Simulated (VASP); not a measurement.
# CsSnI3 (Pm-3m) in VASP: single point with HF

Aim: the single point of CsSnI3 with HF.

All numbers are computed with VASP 6.6.1; they aren't measurements. Logs are shortened: lines on timing, memory, paths and dates and some standing lists are left out, and cuts for length are marked.

### 1 The cell of the first run

It takes space group Pm-3m (No. 221, cubic). The conventional cell has a = 6.241 Å, b = 6.241 Å, c = 6.241 Å, α = 90.00°, β = 90.00°, γ = 90.00°. Cs (site symmetry m-3m) has 12 I at 4.41 Å and 8 Sn at 5.41 Å within 5.8 Å. Sn (site symmetry m-3m) has 6 I at 3.12 Å within 4.1 Å. Within 4.1 Å of I (site symmetry 4/mmm) lie 2 Sn at 3.12 Å.

### 2 Single point, HF

POSCAR

```
CsSnI3
1.0
    6.2413961542      0.0000000000      0.0000000000
    0.0000000000      6.2413961542      0.0000000000
    0.0000000000      0.0000000000      6.2413961542
Cs Sn I
1 1 3
Direct
    0.0000000000      0.0000000000      0.0000000000
    0.5000000000      0.5000000000      0.5000000000
    0.0000000000      0.5000000000      0.5000000000
    0.5000000000      0.0000000000      0.5000000000
    0.5000000000      0.5000000000      0.0000000000
```

INCAR.step1

```
SYSTEM = CsSnI3
PREC     = Accurate       ! precision mode
ENCUT    = 520            ! plane-wave cutoff, eV
EDIFF    = 1E-5           ! SCF threshold, eV
ISMEAR   = 0              ! smearing method
SIGMA    = 0.01           ! smearing width, eV
LREAL    = .FALSE.        ! projectors in reciprocal space
LASPH    = .TRUE.         ! aspherical terms in the spheres
NELM     = 100            ! most SCF steps
ALGO     = Normal         ! electronic algorithm
ISIF     = 2              ! what is computed and relaxed
LWAVE    = .TRUE.         ! write WAVECAR
LCHARG   = .FALSE.        ! write CHGCAR
GGA      = PE             ! functional
NBANDS   = 30             ! bands
```

INCAR.step2

```
SYSTEM = CsSnI3
PREC     = Accurate       ! precision mode
ENCUT    = 520            ! plane-wave cutoff, eV
EDIFF    = 1E-7           ! SCF threshold, eV
ISMEAR   = 0              ! smearing method
SIGMA    = 0.01           ! smearing width, eV
LREAL    = .FALSE.        ! projectors in reciprocal space
LASPH    = .TRUE.         ! aspherical terms in the spheres
NELM     = 100            ! most SCF steps
ALGO     = Normal         ! electronic algorithm
ISIF     = 2              ! what is computed and relaxed
LWAVE    = .FALSE.        ! write WAVECAR
LCHARG   = .FALSE.        ! write CHGCAR
GGA      = PE             ! functional
LHFCALC  = .TRUE.         ! exact exchange
AEXX     = 1.0            ! exact-exchange fraction
ALDAC    = 0.0          
AGGAC    = 0.0          
PRECFOCK = Fast         
ISTART   = 1            
NBANDS   = 30             ! bands
```

KPOINTS

```
regular mesh
0
G
  2 2 2
  0 0 0
```

Potentials or basis: VASP PAW PBE potentials, release 64 (Cs_sv, Sn_d, I).

The run is started by

```
$ cat potpaw_PBE.64/Cs_sv/POTCAR potpaw_PBE.64/Sn_d/POTCAR potpaw_PBE.64/I/POTCAR > POTCAR
$ cp INCAR.step1 INCAR
$ mpirun -np 1 vasp_std > vasp.out
$ cp INCAR.step2 INCAR
$ mpirun -np 1 vasp_std > vasp.out
```

OUTCAR:

```text
SYSTEM = CsSnI3
   PREC = Accurate
   ENCUT = 520
   EDIFF = 1E-7
   ISMEAR = 0
   LREAL = .FALSE.
   LASPH = .TRUE.
   NELM = 100
   ISIF = 2
   GGA = PE
   LHFCALC = .TRUE.
   AEXX = 1.0
   PRECFOCK = Fast
   ISTART = 1

 ion  position               nearest neighbor table
   1  0.000  0.000  0.000-
   2  0.500  0.500  0.500-   3 3.12   4 3.12   5 3.12   5 3.12   4 3.12   3 3.12
   3  0.000  0.500  0.500-   2 3.12   2 3.12
   4  0.500  0.000  0.500-   2 3.12   2 3.12
   5  0.500  0.500  0.000-   2 3.12   2 3.12

  LATTYP: Found a simple cubic cell.
 ALAT       =     6.2413961542

  Lattice vectors:

 A1 = (   6.2413961542,   0.0000000000,   0.0000000000)
 A2 = (   0.0000000000,   6.2413961542,   0.0000000000)
 A3 = (   0.0000000000,   0.0000000000,   6.2413961542)

Analysis of symmetry for initial positions (statically):
=====================================================================
 Subroutine PRICEL returns:
 Original cell was already a primitive cell.

 Routine SETGRP: Setting up the symmetry group for a
 simple cubic supercell.

 Subroutine GETGRP returns: Found 48 space group operations
 (whereof 48 operations were pure point group operations)
 out of a pool of 48 trial point group operations.

The static configuration has the point symmetry O_h .

Analysis of symmetry for dynamics (positions and initial velocities):
=====================================================================
 Subroutine PRICEL returns:
 Original cell was already a primitive cell.

 Routine SETGRP: Setting up the symmetry group for a
 simple cubic supercell.

 Subroutine GETGRP returns: Found 48 space group operations
 (whereof 48 operations were pure point group operations)
 out of a pool of 48 trial point group operations.

The dynamic configuration has the point symmetry O_h .

 Subroutine INISYM returns: Found 48 space group operations
 (whereof 48 operations are pure point group operations),
 and found     1 'primitive' translations

----------------------------------------------------------------------------------------

                                     Primitive cell

  volume of cell :     243.1337

[... 77 lines left out ...]
   IBRION =     -1    ionic relax: 0-MD 1-quasi-New 2-CG
   NFREE  =      0    steps in history (QN), initial steepest desc. (CG)
   ISIF   =      2    stress and relaxation
   ISYM   =      3    0-nonsym 1-usesym 2-fastsym
   POTIM  = 0.5000    time-step for ionic-motion
   TEBEG  =    0.0;   TEEND  =   0.0 temperature during run
   PSTRESS=    0.0 pullay stress
   NELECT =      44.0000    total number of electrons
   NUPDOWN=      -1.0000    fix difference up-down
   EMIN   =  10.00;   EMAX   =-10.00  energy-range for DOS
   EFERMI =   0.00;   METHOD = LEGACY
   ISMEAR =     0;   SIGMA  =   0.01  broadening in eV -4-tet -1-fermi 0-gaus
   EFERMI_NEDOS =   21; number of points for ismear=-14 and -15
   IALGO  =     38    algorithm
   IMIX   =      1    mixing-type and parameters
     AMIX     =   0.40;   BMIX     =  1.00
     AMIX_MAG =   1.60;   BMIX_MAG =  1.00
  volume/ion in A,a.u.               =      48.63       328.15
  Fermi-wavevector in a.u.,A,eV,Ry     =   0.925999  1.749885 11.666651  0.857475
  Thomas-Fermi vector in A             =   2.051914
   LORBIT       =      0    0 simple, 1 ext, 2 COOP (PROOUT), +10 PAW based schemes
   GGA     = PE    functional components
   LHFCALC =     T    Hartree Fock is set to
   PRECFOCK=fast      Normal, Fast or Accurate (Low or Medium for compatibility)
   ENCUT4O =  -1.0   cutoff for four orbital integrals eV
   NKREDX  =     1    reduce k-point grid by
   NKREDY  =     1    reduce k-point grid by
   NKREDZ  =     1    reduce k-point grid by
   AEXX    =    1.0000 exact exchange contribution
   HFSCREEN=    0.0000 screening length (either q_TF or 0.3 A-1)
   HFSCREENC=   0.0000 screening length for correlation (either q_TF or 0.3 A-1)
   ENCUTFOCK=  -1.0 apply spherical cutoff to Coloumb kernel
   IVDW    =     0    specifies the selected vdW correction
   LEPSILON=     F    determine dielectric tensor
   LRPA    =     F    only Hartree local field effects (RPA)
 non-spin polarized calculation
 Gauss-broadening in eV      SIGMA  =   0.01
  energy-cutoff  :      520.00
  volume of cell :      243.13
 maximum number of plane-waves:      6619
 NGX is ok and might be reduce to    48
  NGX = 28; NGY = 28; NGZ = 28

 number of electron      43.9999979 magnetization

 Free energy of the ion-electron system (eV)
  ---------------------------------------------------
  ext. energy  EPLUGINS =         0.00000000
  ---------------------------------------------------
  free energy    TOTEN  =       -29.42569960 eV

  energy without entropy =      -29.42569960  energy(sigma->0) =      -29.42569960

 E-fermi :   0.8556     XC(G=0):   0.0000

 val. band max:        0.7755749602   @ k =   0.5000   0.5000   0.5000
 cond. band min:       6.7190960833   @ k =   0.5000   0.5000   0.5000
 fundamental gap:      5.9435211231
 Fermi energy:         0.8556376788

 k-point     1 :       0.0000    0.0000    0.0000
  band No.  band energies     occupation
      1     -29.9746      2.00000
      2     -29.9746      2.00000
      3     -29.9161      2.00000
      4     -29.9161      2.00000
      5     -29.9161      2.00000
      6     -28.3307      2.00000
[... 121 lines left out ...]
     29      10.7906      0.00000
     30      12.3077      0.00000

------------------------ aborting loop because EDIFF is reached ----------------------------------------

  FORCE on cell =-STRESS in cart. coord.  units (eV):
  Direction    XX          YY          ZZ          XY          YZ          ZX
  --------------------------------------------------------------------------------------
  -------------------------------------------------------------------------------------
  Total        4.9020013      4.9020013      4.9020013      0.0000000      0.0000000      0.0000000
  in kB       32.3026949     32.3026949     32.3026949      0.0000000      0.0000000      0.0000000
  external PRESSURE =      32.3026949 kB  Pullay stress =       0.0000000 kB

 VOLUME and BASIS-vectors are now :
 -----------------------------------------------------------------------------
  energy-cutoff  :      520.00
  volume of cell :      243.13
      direct lattice vectors                 reciprocal lattice vectors
     6.241396154  0.000000000  0.000000000     0.160220562  0.000000000  0.000000000
     0.000000000  6.241396154  0.000000000     0.000000000  0.160220562  0.000000000
     0.000000000  0.000000000  6.241396154     0.000000000  0.000000000  0.160220562

 POSITION                                       TOTAL-FORCE (eV/Angst)
 -----------------------------------------------------------------------------------
      0.00000      0.00000      0.00000         0.000000      0.000000      0.000000
      3.12070      3.12070      3.12070         0.000000      0.000000      0.000000
      0.00000      3.12070      3.12070         0.000000      0.000000      0.000000
      3.12070      0.00000      3.12070         0.000000      0.000000      0.000000
      3.12070      3.12070      0.00000         0.000000      0.000000      0.000000
 -----------------------------------------------------------------------------------
    total drift:                               -0.000029     -0.000028     -0.000022

  FREE ENERGIE OF THE ION-ELECTRON SYSTEM (eV)
  ---------------------------------------------------
  free  energy   TOTEN  =       -29.4256995970 eV

  energy  without entropy=      -29.4256995970  energy(sigma->0) =      -29.42569960
```

OUTCAR.step1:

```text
SYSTEM = CsSnI3
   PREC = Accurate
   ENCUT = 520
   EDIFF = 1E-5
   ISMEAR = 0
   LREAL = .FALSE.
[... 343 lines left out ...]
      0.00000      3.12070      3.12070         0.000000      0.000000      0.000000
      3.12070      0.00000      3.12070         0.000000      0.000000      0.000000
      3.12070      3.12070      0.00000         0.000000      0.000000      0.000000
 -----------------------------------------------------------------------------------
    total drift:                                0.000000     -0.000000     -0.000000

  FREE ENERGIE OF THE ION-ELECTRON SYSTEM (eV)
  ---------------------------------------------------
  free  energy   TOTEN  =       -13.1146541744 eV

  energy  without entropy=      -13.1146541744  energy(sigma->0) =      -13.11465417
```

Wall time 6.5 min (1 thread of Intel Xeon Platinum 8259CL at 2.50GHz (Skylake/Cascade Lake), shared host); peak memory 0.35 GiB.

What came out:

```
Free energy            : -29.4257 eV
Pressure               : 3.2 GPa
Band gap on the k mesh : 5.94 eV
```

Caveat: the k points lie up to 0.50 Å⁻¹ apart; the PAW data sets were made with another functional, which shifts forces and pressure a little; spin-orbit coupling is left out, which moves the levels of the heavy elements. A k mesh can miss the band edges.
